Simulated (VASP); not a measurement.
Set up this calculation in VASP 6.6.1, as the native input.

- Task: single point
- Functional: PBEsol
- Potentials or basis: VASP PAW PBE potentials, release 64 (Si, W_sv)
- Cutoff: 520 eV
- k mesh: 13 × 13 × 13
- Occupations: fermi-dirac, width 0.05 eV
- Spin: no spin polarisation
- Dipole correction: no
- Further INCAR settings: ALGO = Normal; EDIFF = 1e-06; NBANDS = 18

The structure of Si2W lies in POSCAR:

```
Si2W
1.0
   -1.6069000000      1.6069000000      3.9149500000
    1.6069000000     -1.6069000000      3.9149500000
    1.6069000000      1.6069000000     -3.9149500000
Si W
2 1
Direct
    0.3347000000      0.3347000000      0.0000000000
    0.6653000000      0.6653000000      0.0000000000
    0.0000000000      0.0000000000      0.0000000000
```

The input as run:

INCAR

```
PREC = Accurate ; ENCUT = 520
EDIFF = 1E-6 ; ISMEAR = -1
SIGMA = 0.05 ; LREAL = F
LASPH = T ; NELM = 60
ALGO = Normal ; ISIF = 2
LWAVE = F ; LCHARG = F
GGA = PS ; NBANDS = 18
```

KPOINTS

```
regular mesh
0
Gamma
  13 13 13
```

Potentials or basis: VASP PAW PBE potentials, release 64 (Si, W_sv).

Run with:

```sh
$ cat potpaw_PBE.64/Si/POTCAR potpaw_PBE.64/W_sv/POTCAR > POTCAR
$ mpirun -np 1 vasp_std > vasp.out
```

Results of the run:

```
Pressure               : -1.7 GPa
Largest force          : 0.017 eV/Å
Band gap on the k mesh : zero (band 11 reaches 12.58 eV, above the bottom of band 12 at 11.39 eV)
```

Caveat: the PAW data sets were made with another functional, which shifts forces and pressure a little; spin-orbit coupling is left out, which moves the levels of the heavy elements.

Run time: 68 s on 1 thread of Intel(R) Xeon(R) 6975P-C (Granite Rapids) (shared host), peak memory 0.29 GiB.
